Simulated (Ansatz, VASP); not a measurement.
# Mg2BeS3 in VASP and in Ansatz

```
Mg Be S
1.0
     6.52400    0.00000    0.00000
    -3.26200    5.64995    0.00000
     0.00000    0.00000    3.50737
Mg Be S
2 1 3
Direct
  0.33333 0.66667 0.00000
  0.66667 0.33333 0.00000
  0.00000 0.00000 0.00000
  0.50000 0.00000 0.50000
  0.50000 0.50000 0.50000
  0.00000 0.50000 0.50000
```

Change from the starting cell: species swapped into the HfCo3B2 type (P6/mmm, No. 191).

Alike in both runs: functional PBE; k mesh 3 × 3 × 3; occupations gaussian, width 0.15 eV; no spin polarisation.

Ansatz relaxed the structure, and its values are those at the end. VASP's run is a single point on that final structure, the one shown.

|  | VASP | Ansatz |
| --- | --- | --- |
| version | VASP 6.6.1 | Ansatz 0.2.0 |
| potentials or method | VASP PAW PBE potentials, release 64 (Mg, Be, S), cutoff 600 eV | scalar-relativistic, plane waves, PAW |
| valence electrons in the cell | 24 | 40 |

VASP gave:

* gap on the k mesh at the Fermi level (eV): none
* pressure (GPa): -0.6

What did Ansatz give for the same quantities?

gap on the k mesh at the Fermi level (eV): none; pressure (GPa): -0.5.

A gap of «none» marks a metal or a gap that the smearing closes. The functional is the same, so the differences come from potentials, cutoffs and numerics. VASP's potentials hold 24 valence electrons a cell and Ansatz's 40, so a difference there can come from the potentials and not from the codes.

The k mesh is coarse, so the values compare programs but aren't converged.
